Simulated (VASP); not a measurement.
A run of VASP 6.6.1:

INCAR

```
SYSTEM = MoS2
PREC = Accurate
ENCUT = 520
EDIFF = 1E-7
ISMEAR = 0
SIGMA = 0.02
LREAL = .FALSE.
LASPH = .TRUE.
NELM = 80
ALGO = Normal
ISIF = 2
LWAVE = .FALSE.
LCHARG = .TRUE.
LDIPOL = .TRUE.
IDIPOL = 3
DIPOL = 0.5 0.5 0.351
GGA = PE
LELF = .TRUE.
LVHAR = .TRUE.
LVACPOTAV = .TRUE.
NBANDS = 20
```

The input KPOINTS:

```
regular mesh
0
G
  12 12 1
  0 0 0
```

File POSCAR:

```
MoS2
1.0
    3.1600000000      0.0000000000      0.0000000000
   -1.5800000000      2.7366402760      0.0000000000
    0.0000000000      0.0000000000     30.0600000012
S Mo
2 1
Direct
    0.6666666667      0.3333333333      0.2992033344
    0.6666666667      0.3333333333      0.4037241439
    0.3333333333      0.6666666667      0.3514637392
```

Potentials or basis: VASP PAW PBE potentials, release 64 (S, Mo_sv).

The run is started by

```console
$ cat potpaw_PBE.64/S/POTCAR potpaw_PBE.64/Mo_sv/POTCAR > POTCAR
$ mpirun -np 1 vasp_std > vasp.out
```

Hardware: 1 thread of Intel Xeon 6975P-C (shared host).

How long does it take, and how much memory?

Run time: 5 min on 1 thread of Intel Xeon 6975P-C, with other jobs on the host, peak memory 0.38 GiB. Counts: scf iterations 24, k points 19.
